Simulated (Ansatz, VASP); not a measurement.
This is a calculation of La for VASP 6.6.1.

File INCAR:

```
SYSTEM = La
PREC = Accurate
ENCUT = 520
EDIFF = 1E-6
ISMEAR = -1
SIGMA = 0.05
LREAL = .False.
LASPH = .True.
NELM = 80
ALGO = Fast
ISIF = 2
LWAVE = .False.
LCHARG = .False.
GGA = PS
NBANDS = 12
```

KPOINTS

```
regular mesh
0
Gamma
  9 9 9
  0 0 0
```

File POSCAR:

```
La
1.0
   -2.1044780000      2.1793380000      2.1245200000
    2.1382030000     -2.1291200000      2.1080260000
    2.0847550000      2.1093970000     -2.0743020000
La
1
Direct
   -0.0161300000     -0.0171580000     -0.0149420000
```

Potentials or basis: VASP PAW PBE potentials, release 64 (La).

Run with:

```sh
$ cat potpaw_PBE.64/La/POTCAR > POTCAR
$ mpirun -np 1 vasp_std > vasp.out
```

Task: Translate it to Ansatz 0.2.0. Potentials there: all-electron LAPW, scalar-relativistic.

Result: As run (the cutoff follows the program's own potentials):

File input.yaml:

```yaml
crystal:
  lattice:
    - [-2.104478, 2.179338, 2.12452]
    - [2.138203, -2.12912, 2.108026]
    - [2.084755, 2.109397, -2.074302]
  atoms:
    - { symbol: La, position: [-0.01613, -0.017158, -0.014942] }
kpoints:
  mp_grid: { grid: [9, 9, 9] }
scf:
  occupations: { method: fermi_dirac, width: 0.05 }
hamiltonian:
  xc: pbesol
  pseudopotentials: { kind: all_electron, lapw: { basis_error: 0.001 } }
output:
  forces: true
  stress: true
  eigenvalues: true
  populations: true
```

Potentials or basis: all-electron LAPW, scalar-relativistic.

Command:

```sh
$ ansatz run input.yaml --threads 2 --pin off --max-ram 6144MiB --backend cpu --events-out ev --progress --plain --runs-dir out
```

Both were run:

|  | VASP | Ansatz | Ansatz less VASP |
| --- | --- | --- | --- |
| gap on the k mesh at the Fermi level (eV) | none | none | - |
| pressure (GPa) | -2.5 | -2.5 | 0.00 |
| traceless stress, the component that is largest in VASP (GPa) | 0.40 | 0.40 | +0.004 |

VASP's potentials were made for PBE, not for PBEsol. A gap of «none» marks a metal or a gap that the smearing closes. Ansatz ran all-electron here, and VASP with PAW potentials.

Spin-orbit coupling is off throughout.
